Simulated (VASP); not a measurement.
# Nb (P-1) in VASP: notebook

Nb is run at these levels: r2SCAN; tasks: single point.

All numbers are computed with VASP 6.6.1; they aren't measurements. Logs are shortened: lines on timing, memory, paths and dates and some standing lists are left out, and cuts for length are marked.

### 1 The cell of the first run

The typed cell holds 1 atom: a = 3.043 Å, b = 2.874 Å, c = 3.047 Å, α = 59.85°, β = 60.00°, γ = 60.70°.

### 2 Single point, r2SCAN

Input file POSCAR:

```
Nb
1.0
   -0.0410340000      2.1933810000      2.1088490000
    2.0464000000      0.0498140000      2.0180000000
    2.1262530000      2.1823850000     -0.0300390000
Nb
1
Direct
    0.0300770000     -0.0039730000     -0.0002200000
```

Input file INCAR.step1:

```
PREC = Accurate ; ENCUT = 520
ISMEAR = -1 ; SIGMA = 0.05
LREAL = False ; LASPH = True
NELM = 100 ; NBANDS = 12
GGA = PE ; ALGO = Normal
EDIFF = 1E-4 ; LWAVE = True
LCHARG = False
```

Input file INCAR.step2:

```
PREC = Accurate ; ENCUT = 520
EDIFF = 1E-7 ; ISMEAR = -1
SIGMA = 0.05 ; LREAL = False
LASPH = True ; NELM = 100
ALGO = Normal ; ISIF = 2
LWAVE = False ; LCHARG = False
METAGGA = R2SCAN ; LMIXTAU = True
NBANDS = 12 ; ISTART = 1
```

Input file KPOINTS:

```
Automatic mesh
0
Gamma
  8 8 8
```

Potentials or basis: VASP PAW PBE potentials, release 64 (Nb_sv).

On the command line:

```console
$ cat potpaw_PBE.64/Nb_sv/POTCAR > POTCAR
$ cp INCAR.step1 INCAR
$ mpirun -np 1 vasp_std > vasp.out
$ cp INCAR.step2 INCAR
$ mpirun -np 1 vasp_std > vasp.out
```

OUTCAR:

```text
PREC = Accurate
   ENCUT = 520
   EDIFF = 1E-7
   ISMEAR = -1
   LREAL = False
   LASPH = True
   NELM = 100
   ISIF = 2
   METAGGA = R2SCAN
   ISTART = 1

 ion  position               nearest neighbor table
   1  0.030  0.996  1.000-

  LATTYP: Found a triclinic cell.
 ALAT       =     2.9934117205
 B/A-ratio  =     1.0172378203
 C/A-ratio  =     0.9602643726
 COS(alpha) =     0.0135171135
 COS(beta)  =     0.4627380498
 COS(gamma) =     0.5202379463

  Lattice vectors:

 A1 = (   2.0874340000,  -2.1435670000,  -0.0908490000)
 A2 = (   2.1672870000,  -0.0109960000,  -2.1388880000)
 A3 = (   2.0464000000,   0.0498140000,   2.0180000000)

Analysis of symmetry for initial positions (statically):
=====================================================================
 Subroutine PRICEL returns:
 Original cell was already a primitive cell.

 Routine SETGRP: Setting up the symmetry group for a
 triclinic supercell.

 Subroutine GETGRP returns: Found  2 space group operations
 (whereof  1 operations were pure point group operations)
 out of a pool of  2 trial point group operations.

The static configuration has the point symmetry C_1 .
 The point group associated with its full space group is S_2 .

Analysis of symmetry for dynamics (positions and initial velocities):
=====================================================================
 Subroutine PRICEL returns:
 Original cell was already a primitive cell.

 Routine SETGRP: Setting up the symmetry group for a
 triclinic supercell.

 Subroutine GETGRP returns: Found  2 space group operations
 (whereof  1 operations were pure point group operations)
 out of a pool of  2 trial point group operations.

The dynamic configuration has the point symmetry C_1 .
 The point group associated with its full space group is S_2 .

 Subroutine INISYM returns: Found  2 space group operations
 (whereof  1 operations are pure point group operations),
 and found     1 'primitive' translations

----------------------------------------------------------------------------------------

                                     Primitive cell

  volume of cell :      18.9217

  direct lattice vectors                    reciprocal lattice vectors
    -0.041034000  2.193381000  2.108849000    -0.232829959  0.230013151  0.230428817
     2.046400000  0.049814000  2.018000000     0.246711242 -0.236908050  0.251204882
     2.126253000  2.182385000 -0.030039000     0.228371774  0.232449757 -0.237323712

  length of vectors
     3.042999853  2.874466628  3.047073752     0.400266510  0.424376901  0.403124176

  position of ions in fractional coordinates (direct lattice)
     0.030077000  0.996027000  0.999780000

  ion indices of the primitive-cell ions
   primitive index   ion index
                 1           1

----------------------------------------------------------------------------------------

 KPOINTS: Automatic mesh

Automatic generation of k-mesh.
 Grid dimensions read from file:
 generate k-points for:    8    8    8

 Generating k-lattice:

  Cartesian coordinates                     Fractional coordinates (reciprocal lattice)
    -0.029103745  0.028751644  0.028803602     0.125000000  0.000000000  0.000000000
     0.030838905 -0.029613506  0.031400610     0.000000000  0.125000000  0.000000000
     0.028546472  0.029056220 -0.029665464     0.000000000  0.000000000  0.125000000

  Length of vectors
     0.050033314  0.053047113  0.050390522

  Shift w.r.t. Gamma in fractional coordinates (k-lattice)
     0.000000000  0.000000000  0.000000000

 Subroutine IBZKPT returns following result:
 ===========================================

 Found    260 irreducible k-points:

 Following reciprocal coordinates:
            Coordinates               Weight
  0.000000  0.000000  0.000000      1.000000
  0.125000  0.000000 -0.000000      2.000000
  0.250000  0.000000 -0.000000      2.000000
  0.375000  0.000000 -0.000000      2.000000
  0.500000  0.000000 -0.000000      1.000000
  0.000000  0.125000 -0.000000      2.000000
[... 16 lines left out ...]
  0.125000  0.375000  0.000000      2.000000
  0.250000  0.375000 -0.000000      2.000000
 [... further k-points ...]
   k-points           NKPTS =    260   k-points in BZ     NKDIM =    260   number of bands    NBANDS=     12
   number of dos      NEDOS =    301   number of ions     NIONS =      1
   total plane-waves  NPLWV =  13824
   dimension x,y,z NGX =    24 NGY =   24 NGZ =   24
   dimension x,y,z NGXF=    48 NGYF=   48 NGZF=   48
   ions per type =               1
   NGX,Y,Z   is equivalent  to a cutoff of  13.11, 13.88, 13.09 a.u.
   NGXF,Y,Z  is equivalent  to a cutoff of  26.22, 27.76, 26.19 a.u.
 SYSTEM =  unknown system
   PREC   = accura    normal or accurate (medium, high low for compatibility)
   ISTART =      1    job   : 0-new  1-cont  2-samecut
   ICHARG =      0    charge: 1-file 2-atom 10-const
   ISPIN  =      1    spin polarized calculation?
   LNONCOLLINEAR =      F non collinear calculations
   LSORBIT =      F    spin-orbit coupling
   LASPH  =      T    aspherical Exc in radial PAW
   ENCUT  =  520.0 eV  38.22 Ry    6.18 a.u.   5.66  5.34  5.67*2*pi/ulx,y,z
   NELM   =    100;   NELMIN=  2; NELMDL=  0     # of ELM steps
   EDIFF  = 0.1E-06   stopping-criterion for ELM
   LREAL  =      F    real-space projection
   EDIFFG = 0.1E-05   stopping-criterion for IOM
   NSW    =      0    number of steps for IOM
   IBRION =     -1    ionic relax: 0-MD 1-quasi-New 2-CG
   NFREE  =      0    steps in history (QN), initial steepest desc. (CG)
   ISIF   =      2    stress and relaxation
   ISYM   =      2    0-nonsym 1-usesym 2-fastsym
   POTIM  = 0.5000    time-step for ionic-motion
   TEBEG  =    0.0;   TEEND  =   0.0 temperature during run
   PSTRESS=    0.0 pullay stress
   NELECT =      13.0000    total number of electrons
   NUPDOWN=      -1.0000    fix difference up-down
   EMIN   =  10.00;   EMAX   =-10.00  energy-range for DOS
   EFERMI =   0.00;   METHOD = LEGACY
   ISMEAR =    -1;   SIGMA  =   0.05  broadening in eV -4-tet -1-fermi 0-gaus
   EFERMI_NEDOS =   21; number of points for ismear=-14 and -15
   IALGO  =     38    algorithm
   IMIX   =      4    mixing-type and parameters
     AMIX     =   0.40;   BMIX     =  1.00
     AMIX_MAG =   1.60;   BMIX_MAG =  1.00
  volume/ion in A,a.u.               =      18.92       127.69
  Fermi-wavevector in a.u.,A,eV,Ry     =   1.444560  2.729822 28.392001  2.086753
  Thomas-Fermi vector in A             =   2.562841
   LORBIT       =      0    0 simple, 1 ext, 2 COOP (PROOUT), +10 PAW based schemes
   METAGGA = R2SCAN    functional components
   LHFCALC =     F    Hartree Fock is set to
   AEXX    =    0.0000 exact exchange contribution
   IVDW    =     0    specifies the selected vdW correction
   LEPSILON=     F    determine dielectric tensor
   LRPA    =     F    only Hartree local field effects (RPA)
 non-spin polarized calculation
  energy-cutoff  :      520.00
  volume of cell :       18.92
 maximum number of plane-waves:       519
   NGX = 11   NGY = 11   NGZ = 11

 number of electron      13.0000000 magnetization

 Free energy of the ion-electron system (eV)
  ---------------------------------------------------
  ext. energy  EPLUGINS =         0.00000000
  ---------------------------------------------------
  free energy    TOTEN  =       -24.52330157 eV

  energy without entropy =      -24.50916441  energy(sigma->0) =      -24.51623299

 E-fermi :  10.8213     XC(G=0): -13.3271

 val. band max:       10.8179367790   @ k =   0.2500   0.0000   0.3750
 cond. band min:      10.8219111547   @ k =   0.0000   0.2500   0.5000
 fundamental gap:      0.0039743757
 Fermi energy:        10.8212665077

 k-point     1 :       0.0000    0.0000    0.0000
  band No.  band energies     occupation
      1     -45.7543      2.00000
      2     -20.4846      2.00000
      3     -20.4244      2.00000
      4     -20.2852      2.00000
      5       4.2751      2.00000
      6      10.5566      1.98999
      7      10.6591      1.92480
      8      11.7699      0.00000
      9      13.5540      0.00000
     10      14.1502      0.00000
     11      23.0983      0.00000
     12      27.5453      0.00000

 k-point     2 :       0.1250    0.0000   -0.0000
  band No.  band energies     occupation
      1     -45.7284      2.00000
      2     -20.6511      2.00000
      3     -20.4524      2.00000
      4     -20.3073      2.00000
      5       4.8305      2.00000
      6      10.2571      1.99997
      7      10.7588      1.55432
      8      11.9871      0.00000
      9      13.4590      0.00000
     10      14.0003      0.00000
     11      24.1362      0.00000
     12      26.0792      0.00000

 k-point     3 :       0.2500    0.0000   -0.0000
  band No.  band energies     occupation
      1     -45.6653      2.00000
      2     -21.0625      2.00000
      3     -20.5014      2.00000
      4     -20.3543      2.00000
      5       6.0871      2.00000
      6       9.8956      2.00000
      7      10.7686      1.48247
      8      12.1504      0.00000
      9      13.7993      0.00000
     10      14.2167      0.00000
     11      23.7249      0.00000
     12      25.9696      0.00000
[... 286 lines left out ...]
 k-point    23 :       0.1250    0.3750    0.0000
  band No.  band energies     occupation
      1     -45.5466      2.00000
      2     -21.3857      2.00000
      3     -20.6849      2.00000
      4     -20.6322      2.00000
      5       7.2419      2.00000
      6      10.0240      2.00000
      7      10.7872      1.32802
      8      11.5701      0.00000
      9      14.5544      0.00000
     10      15.3655      0.00000
     11      23.2692      0.00000
     12      26.4556      0.00000

 k-point    24 :       0.2500    0.3750   -0.0000
  band No.  band energies     occupation
      1     -45.5318      2.00000
      2     -21.3406      2.00000
      3     -20.7771      2.00000
      4     -20.7054      2.00000
      5       7.4364      2.00000
      6       8.5063      2.00000
      7      11.2643      0.00028
      8      12.9928      0.00000
      9      14.7351      0.00000
     10      15.4967      0.00000
     11      25.0738      0.00000
     12      26.5775      0.00000

 [... further k-points ...]

------------------------ aborting loop because EDIFF is reached ----------------------------------------

  FORCE on cell =-STRESS in cart. coord.  units (eV):
  Direction    XX          YY          ZZ          XY          YZ          ZX
  --------------------------------------------------------------------------------------
  -------------------------------------------------------------------------------------
  Total       -0.4234341      0.2422657     -0.8501969      0.0599479      0.1738015     -0.2144199
  in kB      -35.8537991     20.5135772    -71.9894589      5.0760168     14.7164445    -18.1557591
  external PRESSURE =     -29.1098936 kB  Pullay stress =       0.0000000 kB

 VOLUME and BASIS-vectors are now :
 -----------------------------------------------------------------------------
  energy-cutoff  :      520.00
  volume of cell :       18.92
      direct lattice vectors                 reciprocal lattice vectors
    -0.041034000  2.193381000  2.108849000    -0.232829959  0.230013151  0.230428817
     2.046400000  0.049814000  2.018000000     0.246711242 -0.236908050  0.251204882
     2.126253000  2.182385000 -0.030039000     0.228371774  0.232449757 -0.237323712

 POSITION                                       TOTAL-FORCE (eV/Angst)
 -----------------------------------------------------------------------------------
      4.16282      2.29749      2.04338        -0.000000      0.000000      0.000000
 -----------------------------------------------------------------------------------
    total drift:                                0.000004      0.000002     -0.000000

  FREE ENERGIE OF THE ION-ELECTRON SYSTEM (eV)
  ---------------------------------------------------
  free  energy   TOTEN  =       -24.5233015690 eV

  energy  without entropy=      -24.5091644088  energy(sigma->0) =      -24.51623299
```

Wall time 3.8 min (1 thread of AMD EPYC 7R13 (Zen 3), shared host); peak memory 0.15 GiB.

Results:

```yaml
Free_energy: -24.5233 eV
Pressure: -2.9 GPa
Band_gap_on_the_k_mesh: zero (an odd number of electrons rules out a gap without spin polarisation)
```

Levels at points of the mesh, in eV from the Fermi level:
| k point | band 3 | band 4 | band 5 | band 6 | band 7 | band 8 | band 9 | band 10 | band 11 | band 12 |
| --- | --- | --- | --- | --- | --- | --- | --- | --- | --- | --- |
| (0.00, 0.00, 0.00) | -31.25 | -31.11 | -6.55 | -0.26 | -0.16 | 0.95 | 2.73 | 3.33 | 12.28 | 16.72 |
| (0.50, 0.00, 0.00) | -31.39 | -31.24 | -4.00 | -0.52 | 0.87 | 0.93 | 4.66 | 5.02 | 10.54 | 12.28 |
| (0.00, 0.50, 0.00) | -31.49 | -31.46 | -3.96 | -0.14 | -0.08 | 1.81 | 4.77 | 5.31 | 11.64 | 11.69 |
| (0.50, 0.50, 0.00) | -31.75 | -31.64 | -4.15 | -3.46 | 3.99 | 4.76 | 5.27 | 5.70 | 11.23 | 11.95 |
| (0.00, 0.00, 0.50) | -31.41 | -31.25 | -3.99 | -0.53 | 0.83 | 1.03 | 4.59 | 5.09 | 10.69 | 12.21 |
| (0.50, 0.00, 0.50) | -31.74 | -31.47 | -4.15 | -3.41 | 3.21 | 4.98 | 5.38 | 5.52 | 11.30 | 13.08 |
| (0.00, 0.50, 0.50) | -31.74 | -31.59 | -4.15 | -3.43 | 3.72 | 4.81 | 5.20 | 5.72 | 11.25 | 12.35 |
| (0.50, 0.50, 0.50) | -31.41 | -31.37 | -3.97 | -0.27 | 0.39 | 1.33 | 4.45 | 5.23 | 11.13 | 12.04 |

Caveat: the stress differs along the axes, from -7 to 2 GPa; the PAW data sets were made with another functional, which shifts forces and pressure a little.

### 3 Single point, r2SCAN

POSCAR is that of step 2.

Input file INCAR.step1:

```
PREC = Accurate
ENCUT = 520
ISMEAR = -1
SIGMA = 0.05
LREAL = False
LASPH = True
NELM = 60
NBANDS = 12
GGA = PE
ALGO = Normal
EDIFF = 1E-4
LWAVE = True
LCHARG = False
```

Input file INCAR.step2:

```
PREC = Accurate
ENCUT = 520
EDIFF = 1E-6
ISMEAR = -1
SIGMA = 0.05
LREAL = False
LASPH = True
NELM = 60
ALGO = Normal
ISIF = 2
LWAVE = False
LCHARG = False
METAGGA = R2SCAN
LMIXTAU = True
NBANDS = 12
ISTART = 1
```

Input file KPOINTS:

```
Automatic mesh
0
Gamma
  9 10 10
```

Potentials or basis: VASP PAW PBE potentials, release 64 (Nb_sv).

On the command line:

```console
$ cat potpaw_PBE.64/Nb_sv/POTCAR > POTCAR
$ cp INCAR.step1 INCAR
$ mpirun -np 1 vasp_std > vasp.out
$ cp INCAR.step2 INCAR
$ mpirun -np 1 vasp_std > vasp.out
```

Run time: 5.6 min. Hardware: 1 thread of AMD EPYC 7R13 (Zen 3), shared host; peak memory 0.19 GiB.

It converged, with:

| Item | Value |
| --- | --- |
| Free energy | -24.5349 eV |
| Pressure | -2.8 GPa |
| Band gap on the k mesh | zero (an odd number of electrons rules out a gap without spin polarisation) |

Stress tensor (GPa, compression positive):
```
-3.47  0.13 -1.29
 0.13  2.11  0.51
-1.29  0.51 -6.97
```

Levels at points of the mesh, in eV from the Fermi level:
```
           k point  band 4  band 5  band 6  band 7  band 8  band 9  band 10  band 11
(0.00, 0.00, 0.00)  -31.08   -6.52   -0.23   -0.14    0.97    2.76     3.35    12.31
(0.00, 0.50, 0.00)  -31.44   -3.94   -0.12   -0.06    1.84    4.79     5.34    11.66
(0.00, 0.00, 0.50)  -31.23   -3.97   -0.50    0.86    1.06    4.62     5.11    10.71
(0.00, 0.50, 0.50)  -31.57   -4.12   -3.40    3.75    4.83    5.22     5.75    11.28
```

Caveat: the stress differs along the axes, from -7 to 2 GPa; the PAW data sets were made with another functional, which shifts forces and pressure a little.

### 4 Single point, r2SCAN

POSCAR is that of step 3.

Input file INCAR.step1:

```
SYSTEM = Nb
PREC = Accurate
ENCUT = 520
ISMEAR = -1
SIGMA = 0.05
LREAL = .False.
LASPH = .True.
NELM = 60
NBANDS = 12
GGA = PE
ALGO = Normal
EDIFF = 1E-4
LWAVE = .True.
LCHARG = .False.
```

Input file INCAR.step2:

```
SYSTEM = Nb
PREC = Accurate
ENCUT = 520
EDIFF = 1E-6
ISMEAR = -1
SIGMA = 0.05
LREAL = .False.
LASPH = .True.
NELM = 60
ALGO = Normal
ISIF = 2
LWAVE = .False.
LCHARG = .True.
METAGGA = R2SCAN
LMIXTAU = .True.
LELF = .True.
LVHAR = .True.
NBANDS = 12
ISTART = 1
```

Input file KPOINTS:

```
regular mesh
0
Gamma
  12 13 12
  0 0 0
```

On the command line:

```console
$ cat potpaw_PBE.64/Nb_sv/POTCAR > POTCAR
$ cp INCAR.step1 INCAR
$ mpirun -np 1 vasp_std > vasp.out
$ cp INCAR.step2 INCAR
$ mpirun -np 1 vasp_std > vasp.out
```

Wall time 12 min (1 thread of AMD EPYC 7R13 (Zen 3), shared host); peak memory 0.28 GiB.

It converged, with:

| Property | Result |
| --- | --- |
| Free energy | -24.5320 eV |
| Pressure | -2.8 GPa |
| Band gap on the k mesh | zero (an odd number of electrons rules out a gap without spin polarisation) |

Stress tensor (GPa, compression positive):
```
-3.28  0.37 -1.52
 0.37  2.11  0.57
-1.52  0.57 -7.13
```

Levels at points of the mesh, in eV from the Fermi level:
| k point | band 4 | band 5 | band 6 | band 7 | band 8 | band 9 | band 10 | band 11 |
| --- | --- | --- | --- | --- | --- | --- | --- | --- |
| (0.00, 0.00, 0.00) | -31.10 | -6.54 | -0.26 | -0.16 | 0.95 | 2.74 | 3.33 | 12.29 |
| (0.50, 0.00, 0.00) | -31.24 | -3.99 | -0.51 | 0.87 | 0.94 | 4.67 | 5.02 | 10.55 |
| (0.00, 0.00, 0.50) | -31.25 | -3.98 | -0.52 | 0.83 | 1.04 | 4.60 | 5.10 | 10.69 |
| (0.50, 0.00, 0.50) | -31.46 | -4.14 | -3.40 | 3.22 | 4.98 | 5.38 | 5.53 | 11.31 |

Caveat: the stress differs along the axes, from -7 to 2 GPa; the PAW data sets were made with another functional, which shifts forces and pressure a little.

### 5 The runs side by side

| k mesh | gap on the mesh (eV) | pressure (GPa) |
| --- | --- | --- |
| 8 × 8 × 8 | none | -2.9 |
| 9 × 10 × 10 | none | -2.8 |
| 12 × 13 × 12 | none | -2.8 |

Alike in all rows: task single point; level r2SCAN; potentials or basis VASP PAW PBE potentials, release 64 (Nb_sv); no spin polarisation; cell as given; cutoff (eV) 520; smearing fermi-dirac 0.05 eV.

Caveats: the stress differs along the axes, from -7 to 2 GPa; the PAW data sets were made with another functional, which shifts forces and pressure a little.

Absolute energies hang on the potentials; compare differences alone.
